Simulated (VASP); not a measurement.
# K3Ag2 (Pm-3m) in VASP: relaxation of cell and atoms with PBE

Aim: the relaxation of cell and atoms of K3Ag2 with PBE.

Program: VASP 6.6.1. These are calculated values, not measurements. Logs are shortened: lines on timing, memory, paths and dates and some standing lists are left out, and cuts for length are marked.

### 1 The cell of the first run

Symmetry: Pm-3m, No. 221, cubic system. The conventional cell has a = 6.668 Å, b = 6.668 Å, c = 6.668 Å, α = 90.00°, β = 90.00°, γ = 90.00°. K (site symmetry 4/mmm) has 2 Ag at 3.33 Å within 4.4 Å. Within 4.4 Å of Ag (site symmetry m-3m) lie 6 K at 3.33 Å.

The cell was generated, and may not be a known phase.

### 2 Relaxation of cell and atoms, PBE

Contents of INCAR:

```
SYSTEM = K3Ag2
  PREC = Accurate
  ENCUT = 630
  EDIFF = 1E-7
  ISMEAR = 0
  SIGMA = 0.1
  LREAL = .False.
  LASPH = .True.
  NELM = 120
  ALGO = Normal
  ISIF = 3
  LWAVE = .False.
  LCHARG = .False.
  GGA = PE
  IBRION = 2
  NSW = 90
  EDIFFG = -0.04
  GGA_COMPAT = .False.
  NELMIN = 4
```

Contents of KPOINTS:

```
regular mesh
0
Gamma
  4 4 4
  0 0 0
```

Contents of POSCAR:

```
K3Ag2
1.0
    6.6681485800      0.0000000000      0.0000000000
    0.0000000000      6.6681485800      0.0000000000
    0.0000000000      0.0000000000      6.6681485800
K Ag
3 2
Direct
    0.0000000000      0.5000000000      0.5000000000
    0.5000000000      0.0000000000      0.5000000000
    0.5000000000      0.5000000000      0.0000000000
    0.0000000000      0.0000000000      0.0000000000
    0.5000000000      0.5000000000      0.5000000000
```

Potentials or basis: VASP PAW PBE potentials, release 64 (K_sv, Ag_sv_GW).

Launch:

```console
> cat potpaw_PBE.64/K_sv/POTCAR potpaw_PBE.64/Ag_sv_GW/POTCAR > POTCAR
> mpirun -np 1 vasp_std > vasp.out
```

OUTCAR:

```text
SYSTEM = K3Ag2
   PREC = Accurate
   ENCUT = 630
   EDIFF = 1E-7
   ISMEAR = 0
   LREAL = .False.
   LASPH = .True.
   NELM = 120
   ISIF = 3
   GGA = PE
   IBRION = 2
   NSW = 90
   EDIFFG = -0.04
   NELMIN = 4

 ion  position               nearest neighbor table
   1  0.000  0.500  0.500-
   2  0.500  0.000  0.500-
   3  0.500  0.500  0.000-
   4  0.000  0.000  0.000-
   5  0.500  0.500  0.500-

  LATTYP: Found a simple cubic cell.
 ALAT       =     6.6681485800

  Lattice vectors:

 A1 = (   6.6681485800,   0.0000000000,   0.0000000000)
 A2 = (   0.0000000000,   6.6681485800,   0.0000000000)
 A3 = (   0.0000000000,   0.0000000000,   6.6681485800)

Analysis of symmetry for initial positions (statically):
=====================================================================
 Subroutine PRICEL returns:
 Original cell was already a primitive cell.

 Routine SETGRP: Setting up the symmetry group for a
 simple cubic supercell.

 Subroutine GETGRP returns: Found 48 space group operations
 (whereof 48 operations were pure point group operations)
 out of a pool of 48 trial point group operations.

The static configuration has the point symmetry O_h .

Analysis of symmetry for dynamics (positions and initial velocities):
=====================================================================
 Subroutine PRICEL returns:
 Original cell was already a primitive cell.

 Routine SETGRP: Setting up the symmetry group for a
 simple cubic supercell.

 Subroutine GETGRP returns: Found 48 space group operations
 (whereof 48 operations were pure point group operations)
 out of a pool of 48 trial point group operations.

The dynamic configuration has the point symmetry O_h .

 Subroutine INISYM returns: Found 48 space group operations
 (whereof 48 operations are pure point group operations),
 and found     1 'primitive' translations

----------------------------------------------------------------------------------------

                                     Primitive cell

  volume of cell :     296.4939

  direct lattice vectors                    reciprocal lattice vectors
     6.668148580  0.000000000  0.000000000     0.149966664  0.000000000  0.000000000
     0.000000000  6.668148580  0.000000000     0.000000000  0.149966664  0.000000000
     0.000000000  0.000000000  6.668148580     0.000000000  0.000000000  0.149966664

  length of vectors
     6.668148580  6.668148580  6.668148580     0.149966664  0.149966664  0.149966664

  position of ions in fractional coordinates (direct lattice)
     0.000000000  0.500000000  0.500000000
     0.500000000  0.000000000  0.500000000
     0.500000000  0.500000000  0.000000000
     0.000000000  0.000000000  0.000000000
     0.500000000  0.500000000  0.500000000

  ion indices of the primitive-cell ions
   primitive index   ion index
                 1           1
                 2           2
                 3           3
                 4           4
                 5           5

----------------------------------------------------------------------------------------

 KPOINTS: regular mesh

Automatic generation of k-mesh.
 Grid dimensions read from file:
 generate k-points for:    4    4    4

 Generating k-lattice:

  Cartesian coordinates                     Fractional coordinates (reciprocal lattice)
     0.037491666  0.000000000  0.000000000     0.250000000  0.000000000  0.000000000
     0.000000000  0.037491666  0.000000000     0.000000000  0.250000000  0.000000000
     0.000000000  0.000000000  0.037491666     0.000000000  0.000000000  0.250000000

  Length of vectors
     0.037491666  0.037491666  0.037491666

  Shift w.r.t. Gamma in fractional coordinates (k-lattice)
     0.000000000  0.000000000  0.000000000

 Subroutine IBZKPT returns following result:
 ===========================================

 Found     10 irreducible k-points:

 Following reciprocal coordinates:
            Coordinates               Weight
  0.000000  0.000000  0.000000      1.000000
  0.250000  0.000000  0.000000      6.000000
  0.500000  0.000000  0.000000      3.000000
  0.250000  0.250000  0.000000     12.000000
  0.500000  0.250000  0.000000     12.000000
  0.500000  0.500000  0.000000      3.000000
  0.250000  0.250000  0.250000      8.000000
  0.500000  0.250000  0.250000     12.000000
  0.500000  0.500000  0.250000      6.000000
  0.500000  0.500000  0.500000      1.000000
   k-points           NKPTS =     10   k-points in BZ     NKDIM =     10   number of bands    NBANDS=     39
   number of dos      NEDOS =    301   number of ions     NIONS =      5
   total plane-waves  NPLWV = 175616
   dimension x,y,z NGX =    56 NGY =   56 NGZ =   56
   dimension x,y,z NGXF=   112 NGYF=  112 NGZF=  112
   ions per type =               3   2
   NGX,Y,Z   is equivalent  to a cutoff of  13.96, 13.96, 13.96 a.u.
   NGXF,Y,Z  is equivalent  to a cutoff of  27.92, 27.92, 27.92 a.u.
 SYSTEM =  K3Ag2
   PREC   = accura    normal or accurate (medium, high low for compatibility)
   ISTART =      0    job   : 0-new  1-cont  2-samecut
   ICHARG =      2    charge: 1-file 2-atom 10-const
   ISPIN  =      1    spin polarized calculation?
   LNONCOLLINEAR =      F non collinear calculations
   LSORBIT =      F    spin-orbit coupling
   LASPH  =      T    aspherical Exc in radial PAW
   ENCUT  =  630.0 eV  46.30 Ry    6.80 a.u.  13.65 13.65 13.65*2*pi/ulx,y,z
   NELM   =    120;   NELMIN=  4; NELMDL= -5     # of ELM steps
   EDIFF  = 0.1E-06   stopping-criterion for ELM
   LREAL  =      F    real-space projection
   EDIFFG = -.4E-01   stopping-criterion for IOM
   NSW    =     90    number of steps for IOM
   IBRION =      2    ionic relax: 0-MD 1-quasi-New 2-CG
   NFREE  =      1    steps in history (QN), initial steepest desc. (CG)
   ISIF   =      3    stress and relaxation
   ISYM   =      2    0-nonsym 1-usesym 2-fastsym
   POTIM  = 0.5000    time-step for ionic-motion
   TEBEG  =    0.0;   TEEND  =   0.0 temperature during run
   PSTRESS=    0.0 pullay stress
   NELECT =      65.0000    total number of electrons
   NUPDOWN=      -1.0000    fix difference up-down
   EMIN   =  10.00;   EMAX   =-10.00  energy-range for DOS
   EFERMI =   0.00;   METHOD = LEGACY
   ISMEAR =     0;   SIGMA  =   0.10  broadening in eV -4-tet -1-fermi 0-gaus
   EFERMI_NEDOS =   21; number of points for ismear=-14 and -15
   IALGO  =     38    algorithm
   IMIX   =      4    mixing-type and parameters
     AMIX     =   0.40;   BMIX     =  1.00
     AMIX_MAG =   1.60;   BMIX_MAG =  1.00
  volume/ion in A,a.u.               =      59.30       400.17
  Fermi-wavevector in a.u.,A,eV,Ry     =   0.987129  1.865404 13.257845  0.974424
  Thomas-Fermi vector in A             =   2.118561
   LORBIT       =      0    0 simple, 1 ext, 2 COOP (PROOUT), +10 PAW based schemes
   GGA     = PE    functional components
   LHFCALC =     F    Hartree Fock is set to
   AEXX    =    0.0000 exact exchange contribution
   IVDW    =     0    specifies the selected vdW correction
   LEPSILON=     F    determine dielectric tensor
   LRPA    =     F    only Hartree local field effects (RPA)
 conjugate gradient relaxation of ions
 non-spin polarized calculation
 Gauss-broadening in eV      SIGMA  =   0.10
  energy-cutoff  :      630.00
  volume of cell :      296.49
 maximum number of plane-waves:     10779
 NGX is ok and might be reduce to    56
   NGX = 27   NGY = 27   NGZ = 27

--------------------------------------- Ionic step        1  -------------------------------------------

 number of electron      64.9999989 magnetization

 Free energy of the ion-electron system (eV)
  ---------------------------------------------------
  ext. energy  EPLUGINS =         0.00000000
  ---------------------------------------------------
  free energy    TOTEN  =        -3.32600516 eV

  energy without entropy =       -3.28785338  energy(sigma->0) =       -3.30692927

------------------------ aborting loop because EDIFF is reached ----------------------------------------

  FORCE on cell =-STRESS in cart. coord.  units (eV):
  Direction    XX          YY          ZZ          XY          YZ          ZX
  --------------------------------------------------------------------------------------
  -------------------------------------------------------------------------------------
  Total       -1.0776520     -1.0776520     -1.0776520      0.0000000      0.0000000      0.0000000
  in kB       -5.8233556     -5.8233556     -5.8233556      0.0000000      0.0000000      0.0000000
  external PRESSURE =      -5.8233556 kB  Pullay stress =       0.0000000 kB

 VOLUME and BASIS-vectors are now :
 -----------------------------------------------------------------------------
  energy-cutoff  :      630.00
  volume of cell :      296.49
      direct lattice vectors                 reciprocal lattice vectors
     6.668148580  0.000000000  0.000000000     0.149966664  0.000000000  0.000000000
     0.000000000  6.668148580  0.000000000     0.000000000  0.149966664  0.000000000
     0.000000000  0.000000000  6.668148580     0.000000000  0.000000000  0.149966664

 POSITION                                       TOTAL-FORCE (eV/Angst)
 -----------------------------------------------------------------------------------
      0.00000      3.33407      3.33407         0.000000      0.000000      0.000000
      3.33407      0.00000      3.33407         0.000000      0.000000      0.000000
      3.33407      3.33407      0.00000         0.000000      0.000000      0.000000
      0.00000      0.00000      0.00000         0.000000      0.000000      0.000000
      3.33407      3.33407      3.33407         0.000000      0.000000      0.000000
 -----------------------------------------------------------------------------------
    total drift:                                0.000000      0.000000      0.000000

  FREE ENERGIE OF THE ION-ELECTRON SYSTEM (eV)
  ---------------------------------------------------
  free  energy   TOTEN  =        -3.3260051574 eV
[... 26 lines left out ...]
 POSITION                                       TOTAL-FORCE (eV/Angst)
 -----------------------------------------------------------------------------------
      0.00000      3.29941      3.29941        -0.000000      0.000000      0.000000
      3.29941      0.00000      3.29941        -0.000000      0.000000      0.000000
      3.29941      3.29941     -0.00000        -0.000000      0.000000      0.000000
      0.00000      0.00000      0.00000        -0.000000      0.000000      0.000000
      3.29941      3.29941      3.29941         0.000000      0.000000      0.000000
 -----------------------------------------------------------------------------------
    total drift:                                0.000000      0.000000      0.000000

  FREE ENERGIE OF THE ION-ELECTRON SYSTEM (eV)
  ---------------------------------------------------
  free  energy   TOTEN  =        -3.3552612691 eV

  energy  without entropy=       -3.3172893541  energy(sigma->0) =       -3.33627531

--------------------------------------- Ionic step        3  -------------------------------------------

 number of electron      65.0000008 magnetization

 Free energy of the ion-electron system (eV)
  ---------------------------------------------------
  ext. energy  EPLUGINS =         0.00000000
  ---------------------------------------------------
  free energy    TOTEN  =        -3.38536472 eV

  energy without entropy =       -3.34778205  energy(sigma->0) =       -3.36657339

 E-fermi :   0.5895     XC(G=0):  -6.3596

 val. band max:        0.3040689517   @ k =   0.5000   0.5000   0.2500
 cond. band min:       0.6193428471   @ k =   0.5000   0.2500   0.0000
 fundamental gap:      0.3152738954
 Fermi energy:         0.5895214058

 k-point     1 :       0.0000    0.0000    0.0000
  band No.  band energies     occupation
      1     -91.8526      2.00000
      2     -90.7665      2.00000
      3     -55.3287      2.00000
      4     -55.3287      2.00000
      5     -55.3287      2.00000
      6     -54.2555      2.00000
[... 31 lines left out ...]
     38       3.6426      0.00000
     39       3.6891      0.00000
[... 389 lines left out ...]
 VOLUME and BASIS-vectors are now :
 -----------------------------------------------------------------------------
  energy-cutoff  :      630.00
  volume of cell :      270.21
      direct lattice vectors                 reciprocal lattice vectors
     6.464976279  0.000000000  0.000000000     0.154679609 -0.000000000 -0.000000000
     0.000000000  6.464976279 -0.000000000    -0.000000000  0.154679609  0.000000000
     0.000000000  0.000000000  6.464976279    -0.000000000  0.000000000  0.154679609

 POSITION                                       TOTAL-FORCE (eV/Angst)
 -----------------------------------------------------------------------------------
      0.00000      3.23249      3.23249        -0.000000      0.000000      0.000000
      3.23249      0.00000      3.23249        -0.000000      0.000000      0.000000
      3.23249      3.23249     -0.00000        -0.000000      0.000000      0.000000
      0.00000      0.00000      0.00000        -0.000000      0.000000      0.000000
      3.23249      3.23249      3.23249         0.000000      0.000000      0.000000
 -----------------------------------------------------------------------------------
    total drift:                                0.000000      0.000000      0.000000

  FREE ENERGIE OF THE ION-ELECTRON SYSTEM (eV)
  ---------------------------------------------------
  free  energy   TOTEN  =        -3.3853647214 eV

  energy  without entropy=       -3.3477820538  energy(sigma->0) =       -3.36657339

 reached required accuracy - stopping structural energy minimisation
```

Run time: 12 min. Hardware: 1 thread of Intel Xeon Platinum 8259CL at 2.50GHz (Skylake/Cascade Lake), shared host; peak memory 0.54 GiB.

Results:

| Property | Result |
| --- | --- |
| Free energy | -3.3854 eV |
| Relaxed volume | 54.04 Å³/atom |
| Relaxed cell | a = 6.465 Å, b = 6.465 Å, c = 6.465 Å, α = 90.00°, β = 90.00°, γ = 90.00° |
| Space group after relaxing (to 0.1 Å) | Pm-3m (No. 221) |
| Energy gained by relaxing | 11.9 meV/atom |
| Ionic steps | 3 |
| Pressure after relaxing | -0.1 GPa |
| Band gap on the k mesh | zero (an odd number of electrons rules out a gap without spin polarisation) |

The path:
| step | energy change (eV) | largest force (eV/Å) | pressure (GPa) | volume (Å³) |
| --- | --- | --- | --- | --- |
| 1 | 0.0000 | 0.0000 | -0.58 | 296.49 |
| 2 | -0.0293 | 0.0000 | -0.44 | 287.34 |
| 3 | -0.0594 | 0.0000 | -0.11 | 270.21 |

Final structure:
```yaml
crystal:
  lattice:
    - [6.46498, 0.00000, 0.00000]
    - [0.00000, 6.46498, 0.00000]
    - [0.00000, 0.00000, 6.46498]
  atoms:
    - { symbol: K, position: [0.00000, 0.50000, 0.50000] }
    - { symbol: K, position: [0.50000, 0.00000, 0.50000] }
    - { symbol: K, position: [0.50000, 0.50000, 0.00000] }
    - { symbol: Ag, position: [0.00000, 0.00000, 0.00000] }
    - { symbol: Ag, position: [0.50000, 0.50000, 0.50000] }
```

The gap in the log of VASP goes by the Fermi energy; the results here count the filled bands.